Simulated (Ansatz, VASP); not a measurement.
**In2GeO3 in VASP and in Ansatz**

```
CELL_PARAMETERS angstrom
3.30532 0.00000 0.00000
-1.65266 2.86249 0.00000
0.00000 0.00000 10.30574
ATOMIC_POSITIONS crystal
In 0.66667 0.33333 0.64549
In 0.33333 0.66667 0.35451
Ge 0.00000 0.00000 0.00000
O 0.66667 0.33333 0.26679
O 0.33333 0.66667 0.73321
O 0.00000 0.00000 0.50000
```

Change from the starting cell: species swapped into the Ba2H3I type (P-3m1, No. 164).

Alike in both runs: functional PBE; k mesh 6 × 6 × 4; occupations gaussian, width 0.1 eV; no spin polarisation.

Ansatz relaxed the structure, and its values are those at the end. VASP's run is a single point on that final structure, the one shown.

|  | VASP | Ansatz |
| --- | --- | --- |
| version | VASP 6.6.1 | Ansatz 0.2.0 |
| potentials or method | VASP PAW PBE potentials, release 64 (In_d, Ge_d, O), cutoff 520 eV | scalar-relativistic, plane waves, PAW |
| valence electrons in the cell | 58 | 58 |

Ansatz gave:

* gap on the k mesh at the Fermi level (eV): none
* pressure (GPa): 0.1
* rms of the force components (eV/Å): 0.003

Task: Estimate VASP's values.

Result: gap on the k mesh at the Fermi level (eV): none; pressure (GPa): 0.4; rms of the force components (eV/Å): 0.017.

A gap of «none» marks a metal or a gap that the smearing closes. The functional is the same, so the differences come from potentials, cutoffs and numerics.

The k mesh is coarse, so the values compare programs but aren't converged.
